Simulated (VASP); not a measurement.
Runs of VASP 6.6.1 on B. The structure is that of space group P4/mmm (No. 123), or close to it. The cells are those of the table. 

```tsv
task	cell	k mesh	cutoff (eV)	gap on the mesh (eV)	pressure (GPa)	relaxed volume (Å³/atom)	largest force (eV/Å)
single point	a = 4.177, b = 4.177, c = 1.731 Å, 4 atoms	4 × 4 × 10	520	none	24.3	-	0.51
single point	a = 4.202, b = 4.202, c = 1.919 Å, 4 atoms	4 × 4 × 10	520	none	0.0	-	-
relaxation of cell and atoms	relaxed from a = 4.177, b = 4.177, c = 1.731 Å, 4 atoms	4 × 4 × 10	600	none	0.0	(a)	0.01
single point	a = 4.200, b = 4.200, c = 1.918 Å, 4 atoms	12 × 12 × 24	520	none	0.0	-	-
relaxation of cell and atoms	relaxed from a = 4.202, b = 4.202, c = 1.919 Å, 4 atoms	12 × 12 × 24	600	none	-0.1	8.46	-
```

Alike in all rows: level PBE; potentials or basis VASP PAW PBE potentials, release 64 (B); no spin polarisation; smearing gaussian 0.1 eV.

Problem. Estimate the missing entries.

Solution. (a) 8.47.

Caveats: some runs use coarse meshes.

A gap of «none» marks levels without a gap at the run's occupations.
